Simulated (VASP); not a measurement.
Crystal: TiCo2.

```
Ti Co
1.0
     0.00000    3.35200    3.35200
     3.35200    0.00000    3.35200
     3.35200    3.35200    0.00000
Ti Co
2 4
Direct
  0.50000 0.50000 0.50000
  0.75000 0.75000 0.75000
  0.12500 0.12500 0.12500
  0.62500 0.12500 0.12500
  0.12500 0.12500 0.62500
  0.12500 0.62500 0.12500
```

Base run:

* Program: VASP 6.6.1
* Functional: PBEsol
* Potentials or basis: VASP PAW PBE potentials, release 64 (Ti_sv, Co)
* Cutoff: 520 eV
* k mesh: 8 × 8 × 8
* Occupations: gaussian, width 0.1 eV
* Spin: collinear spin, ferrimagnetic start
* Starting moments: [-0.31, -0.31, 0.82, 0.82, 0.82, 0.82] μB

Its results: pressure -12.4 GPa; net moment 1.92 μB per cell; site moments Ti -0.26; Co +0.65 μB.

Q: The run is repeated on the same cell with these changes: k mesh from 8 × 8 × 8 to 4 × 4 × 4. What comes out?

A: Pressure -12.0 GPa; net moment 2.32 μB per cell; site moments Ti -0.27; Co +0.76 μB.

Caveats: some runs use coarse meshes; the PAW data sets were made with another functional, which shifts forces and pressure a little; the cell stands under tension (at least some runs).
